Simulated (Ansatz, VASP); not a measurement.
**Two plane-wave programs on MgO**

The input INCAR:

```
SYSTEM = MgO
  PREC = Accurate
  ENCUT = 520
  EDIFF = 1E-6
  ISMEAR = 0
  SIGMA = 0.05
  LREAL = .False.
  LASPH = .True.
  NELM = 80
  ALGO = Normal
  ISIF = 2
  LWAVE = .False.
  LCHARG = .False.
  NBANDS = 36
```

Contents of KPOINTS:

```
regular mesh
0
Gamma
  4 4 4
  0 0 0
```

POSCAR

```
MgO
1.0
    5.5230736673      0.0000000000      0.0000000000
    0.0000000000      5.5230736673      0.0000000000
    0.0000000000      0.0000000000      5.5230736673
Mg O
6 6
Direct
    0.2500000000     -0.0183774656      0.5000000000
    0.0000000000      0.5183774656      0.2500000000
    0.5000000000      0.7500000000      0.0000000000
    0.7500000000     -0.0183774656      0.5000000000
    0.0000000000      0.5183774656      0.7500000000
    0.5000000000      0.2500000000      0.0000000000
    0.2500000000      0.4997137670      0.0000000000
    0.5000000000      0.0002862330      0.2500000000
    0.0000000000      0.7500000000      0.5000000000
    0.7500000000      0.4997137670      0.0000000000
    0.5000000000      0.0002862330      0.7500000000
    0.0000000000      0.2500000000      0.5000000000
```

Input for Ansatz:

```yaml
crystal:
  lattice:
    - [5.5230736673, 0.0, 0.0]
    - [0.0, 5.5230736673, 0.0]
    - [0.0, 0.0, 5.5230736673]
  atoms:
    - { symbol: Mg, position: [0.25, -0.0183774656, 0.5] }
    - { symbol: Mg, position: [0.0, 0.5183774656, 0.25] }
    - { symbol: Mg, position: [0.5, 0.75, 0.0] }
    - { symbol: Mg, position: [0.75, -0.0183774656, 0.5] }
    - { symbol: Mg, position: [0.0, 0.5183774656, 0.75] }
    - { symbol: Mg, position: [0.5, 0.25, 0.0] }
    - { symbol: O, position: [0.25, 0.499713767, 0.0] }
    - { symbol: O, position: [0.5, 0.000286233, 0.25] }
    - { symbol: O, position: [0.0, 0.75, 0.5] }
    - { symbol: O, position: [0.75, 0.499713767, 0.0] }
    - { symbol: O, position: [0.5, 0.000286233, 0.75] }
    - { symbol: O, position: [0.0, 0.25, 0.5] }
basis:
  ecutwfc: 520.0
kpoints:
  mp_grid: { grid: [4, 4, 4] }
hamiltonian:
  xc: lda
  pseudopotentials: { kind: paw, azcp: { folder: soft_1 } }
scf:
  occupations: { method: gaussian, width: 0.05 }
output:
  forces: true
  stress: true
  eigenvalues: true
  write_density: true
  write_potential: true
  elf: true
  volumetric_format: npy
```

Change from the starting cell: mode 14 frozen in at -0.072 Å and mode 24 at -0.058 Å (largest displacements).

Alike in both runs: task single point; functional LDA; k mesh 4 × 4 × 4; occupations gaussian, width 0.05 eV; no spin polarisation.

|  | VASP | Ansatz |
| --- | --- | --- |
| version | VASP 6.6.1 | Ansatz 0.2.0 |
| potentials or method | VASP PAW LDA potentials, release 64 (Mg, O), cutoff 520 eV | scalar-relativistic, plane waves, PAW |
| valence electrons in the cell | 48 | 96 |

|  | VASP | Ansatz | Ansatz less VASP |
| --- | --- | --- | --- |
| gap on the k mesh at the Fermi level (eV) | 2.72 | 2.73 | +0.012 |
| least direct gap on the mesh (eV) | 2.74 | 2.75 | +0.012 |
| pressure (GPa) | -0.4 | 0.3 | +0.70 |
| traceless stress, the component that is largest in VASP (GPa) | -0.17 | -0.18 | -0.004 |
| rms of the force components (eV/Å) | 0.566 | 0.553 | -0.0122 |

Ansatz warns that its potentials were made for another functional, while VASP's fit it. LDA's correlation is that of Perdew and Zunger in VASP and of Perdew and Wang (1992) in Ansatz. Atom by atom the forces differ by 0.012 eV/Å (rms over components). VASP's potentials hold 48 valence electrons a cell and Ansatz's 96, so a difference there can come from the potentials and not from the codes.
